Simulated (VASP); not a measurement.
A run of VASP 6.6.1:

INCAR

```
SYSTEM = Ir
ALGO = Normal ; EDIFF = 1E-6
ENCUT = 520 ; GGA = RE
ISIF = 2 ; ISMEAR = -1
LASPH = .True. ; LCHARG = .False.
LREAL = .False. ; LWAVE = .False.
NBANDS = 20 ; NELM = 100
PREC = Accurate ; SIGMA = 0.1
```

KPOINTS

```
k-points
0
Gamma
  11 11 15
  0 0 0
```

POSCAR

```
Ir
1.0
    4.5610041968      0.0000000000      0.0000000000
   -2.2805020984      3.9499455012      0.0000000000
    0.0000000000      0.0000000000      2.8177707327
Ir
3
Direct
    0.0000000000      1.0000000000      0.0000000000
    0.3333333333      0.6666666667      0.5000000000
    0.6666666667      0.3333333333      0.5000000000
```

Potentials or basis: VASP PAW PBE potentials, release 64 (Ir).

Launch:

```sh
$ cat potpaw_PBE.64/Ir/POTCAR > POTCAR
$ mpirun -np 1 vasp_std > vasp.out
```

Hardware: 1 thread of AMD EPYC 9R45 (Zen 5) (shared host).

Question: How long does it take, and how much memory?

Answer: Run time: 110 s on 1 thread of AMD EPYC 9R45 (Zen 5), on a shared host, peak memory 0.22 GiB. Counts: scf iterations 13, k points 128.
